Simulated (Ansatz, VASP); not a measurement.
# Ir: VASP beside Ansatz

Contents of INCAR:

```
  PREC = Accurate
  ENCUT = 520
  EDIFF = 1E-6
  ISMEAR = 0
  SIGMA = 0.15
  LREAL = False
  LASPH = True
  NELM = 80
  ALGO = Fast
  ISIF = 2
  LWAVE = False
  LCHARG = False
  GGA = CA
  NBANDS = 10
```

KPOINTS

```
Automatic mesh
0
Gamma
  20 20 20
```

POSCAR

```
Ir
1.0
   -0.1571959003      1.8530062193      1.8530062193
    1.7482089524     -0.0523986334      1.7482089524
    1.9054048527      1.9054048527     -0.2095945338
Ir
1
Direct
    0.0000000000      0.0000000000      0.0000000000
```

Input for Ansatz:

```yaml
crystal:
  lattice:
    - [-0.1571959003, 1.8530062193, 1.8530062193]
    - [1.7482089524, -0.0523986334, 1.7482089524]
    - [1.9054048527, 1.9054048527, -0.2095945338]
  atoms:
    - { symbol: Ir, position: [0.0, 0.0, 0.0] }
basis:
  ecutwfc: 420
kpoints:
  mp_grid: { grid: [20, 20, 20] }
hamiltonian:
  xc: lda
scf:
  occupations: { method: gaussian, width: 0.15 }
output:
  forces: true
  stress: true
  eigenvalues: true
```

Change from the starting cell: engineering shear strain xz -0.1650, engineering shear strain yz -0.0550.

Alike in both runs: task single point; functional LDA; k mesh 20 × 20 × 20; occupations gaussian, width 0.15 eV; no spin polarisation.

```csv
,VASP,Ansatz
version,VASP 6.6.1,Ansatz 0.2.0
potentials or method,"VASP PAW LDA potentials, release 64 (Ir), cutoff 520 eV","scalar-relativistic, plane waves, PAW"
valence electrons in the cell,9,17
```

Ansatz gave:

```
gap on the k mesh at the Fermi level (eV)                     : none
pressure (GPa)                                                : 16.5
traceless stress, the component that is largest in VASP (GPa) : 47.23
```

Estimate VASP's values.

gap on the k mesh at the Fermi level (eV): none; pressure (GPa): 19.2; traceless stress, the component that is largest in VASP (GPa): 47.68.

LDA's correlation is that of Perdew and Zunger in VASP and of Perdew and Wang (1992) in Ansatz. A gap of «none» marks a metal or a gap that the smearing closes. VASP's potentials hold 9 valence electrons a cell and Ansatz's 17, so a difference there can come from the potentials and not from the codes.

Spin-orbit coupling is off throughout.
